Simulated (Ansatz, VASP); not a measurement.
# One calculation of Te, two programs

```
CELL_PARAMETERS angstrom
4.63249 0.00000 0.00000
-2.31624 4.01185 0.00000
0.00000 0.00000 5.88690
ATOMIC_POSITIONS crystal
Te 0.25359 0.00000 0.33333
Te 0.00000 0.25359 0.66667
Te 0.74641 0.74641 0.00000
```

Alike in both runs: functional r2SCAN; k mesh 5 × 5 × 3; occupations fermi-dirac, width 0.05 eV; no spin polarisation.

Ansatz relaxed the structure, and its values are those at the end. VASP's run is a single point on that final structure, the one shown.

|  | VASP | Ansatz |
| --- | --- | --- |
| version | VASP 6.6.1 | Ansatz 0.2.0 |
| potentials or method | VASP PAW PBE potentials, release 64 (Te), cutoff 520 eV | plane waves (500 eV) with PAW, scalar-relativistic |
| valence electrons in the cell | 18 | 48 |

|  | VASP | Ansatz | Ansatz less VASP |
| --- | --- | --- | --- |
| pressure (GPa) | 0.1 | 0.0 | -0.04 |
| rms of the force components (eV/Å) | 0.018 | 0.000 | -0.0175 |

VASP's potentials were made for PBE, not for r2SCAN. VASP's potentials hold 18 valence electrons a cell and Ansatz's 48, so a difference there can come from the potentials and not from the codes.

Neither program's run includes spin-orbit coupling.
